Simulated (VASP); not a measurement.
Set up this calculation in VASP 6.6.1, as the native input.

* Task: single point
* Functional: PBE
* Potentials or basis: VASP PAW PBE potentials, release 64 (Mg, O)
* Cutoff: 600 eV
* k mesh: 8 × 8 × 8
* Occupations: gaussian, width 0.02 eV
* Spin: no spin polarisation
* Dipole correction: no
* Further INCAR settings: ALGO = Normal; EDIFF = 1e-06; NBANDS = 11

The structure of MgO (series) lies in POSCAR:

```
MgO
1.0
    0.0000000000      2.1085000000      2.1085000000
    2.1085000000      0.0000000000      2.1085000000
    2.1085000000      2.1085000000      0.0000000000
Mg O
1 1
Direct
    0.0000000000      0.0000000000      0.0000000000
    0.5000000000      0.5000000000      0.5000000000
```

These files were run (other wordings do the same):

INCAR

```
ALGO = Normal ; EDIFF = 1E-6
ENCUT = 600 ; GGA = PE
GGA_COMPAT = False ; ISIF = 2
ISMEAR = 0 ; LASPH = True
LCHARG = False ; LREAL = False
LWAVE = False ; NBANDS = 11
NELM = 120 ; PREC = Accurate
SIGMA = 0.02
```

KPOINTS

```
k-points
0
Gamma
  8 8 8
```

Potentials or basis: VASP PAW PBE potentials, release 64 (Mg, O).

Run with:

```sh
$ cat potpaw_PBE.64/Mg/POTCAR potpaw_PBE.64/O/POTCAR > POTCAR
$ mpirun -np 1 vasp_std > vasp.out
```

Results of the run:

- Pressure: 3.1 GPa
- Band gap on the k mesh: 4.69 eV, direct

It took 9.3 s on 1 thread of Intel Xeon 8259CL, on a shared host, peak memory 0.14 GiB.
